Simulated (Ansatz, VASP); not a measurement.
# Two plane-wave programs on SiGe3

Contents of INCAR:

```
PREC = Accurate
ENCUT = 520
EDIFF = 1E-6
ISMEAR = -1
SIGMA = 0.02
LREAL = F
LASPH = T
NELM = 80
ALGO = Normal
ISIF = 2
LWAVE = F
LCHARG = T
GGA = PE
LELF = T
LVHAR = T
NBANDS = 31
```

File KPOINTS:

```
Automatic mesh
0
Gamma
  6 6 6
```

The input POSCAR:

```
SiGe3
1.0
    3.9071831614      0.0000000000      0.0000000000
    0.0000000000      3.9699077031      0.0000000000
    0.0000000000      0.0000000000      5.5939547083
Si Ge
1 3
Direct
    0.0000000000      0.0000000000      0.0009957532
    0.0000000000      0.5000000000      0.2432918587
    0.5000000000      0.5000000000      0.5010427244
    0.5000000000      0.0000000000      0.7546696638
```

Input for Ansatz:

```yaml
crystal:
  lattice:
    - [3.9071831614, 0.0, 0.0]
    - [0.0, 3.9699077031, 0.0]
    - [0.0, 0.0, 5.5939547083]
  atoms:
    - { symbol: Si, position: [0.0, 0.0, 0.0009957532] }
    - { symbol: Ge, position: [0.0, 0.5, 0.2432918587] }
    - { symbol: Ge, position: [0.5, 0.5, 0.5010427244] }
    - { symbol: Ge, position: [0.5, 0.0, 0.7546696638] }
kpoints:
  mp_grid: { grid: [6, 6, 6] }
  band_path:
    path:
      - [0.0, 0.0, 0.0]
      - [0.0, 0.5, 0.0]
      - [0.5, 0.5, 0.0]
      - [0.0, 0.0, 0.5]
      - [0.0, 0.5, 0.5]
      - [0.5, 0.5, 0.5]
      - [0.0, 0.0, 0.05]
      - [0.5, 0.0, 0.5]
    npoints: 1
hamiltonian:
  xc: pbe
scf:
  occupations: { method: fermi_dirac, width: 0.02 }
  n_extra_bands: 5
output:
  forces: true
  stress: true
  eigenvalues: true
```

Change from the starting cell: uniaxial_x strain -1.6%.

Alike in both runs: task single point; functional PBE; k mesh 6 × 6 × 6; occupations fermi-dirac, width 0.02 eV; no spin polarisation.

|  | VASP | Ansatz |
| --- | --- | --- |
| version | VASP 6.6.1 | Ansatz 0.2.0 |
| potentials or method | VASP PAW PBE potentials, release 64 (Si, Ge_d) | plane waves, PAW |
| plane-wave cutoff (eV) | 520 | 420 |
| valence electrons in the cell | 46 | 46 |

|  | VASP | Ansatz | Ansatz less VASP |
| --- | --- | --- | --- |
| pressure (GPa) | 3.9 | 3.9 | +0.07 |
| traceless stress, the component that is largest in VASP (GPa) | 1.36 | 1.36 | -0.003 |
| rms of the force components (eV/Å) | 0.030 | 0.028 | -0.0018 |

Atom by atom the forces differ by 0.002 eV/Å (rms over components).
